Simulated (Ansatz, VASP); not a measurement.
Nb in VASP and in Ansatz

```
Nb
1.0
    -1.65215    1.65215    1.65215
     1.65215   -1.65215    1.65215
     1.65215    1.65215   -1.65215
Nb
1
Cartesian
  0.0000 0.0000 0.0000
```

Alike in both runs: task single point; functional r2SCAN; k mesh 18 × 18 × 18; occupations gaussian, width 0.05 eV; no spin polarisation.

```csv
,VASP,Ansatz
version,VASP 6.6.1,Ansatz 0.2.0
potentials or method,"VASP PAW PBE potentials, release 64 (Nb_sv), cutoff 520 eV","scalar-relativistic, plane waves, PAW"
valence electrons in the cell,13,13
```

Ansatz gave:

```
pressure (GPa) : 0.0
```

Task: What did VASP give for the same quantities?

Result: Pressure (GPa): -0.2.

VASP's potentials were made for PBE, not for r2SCAN.
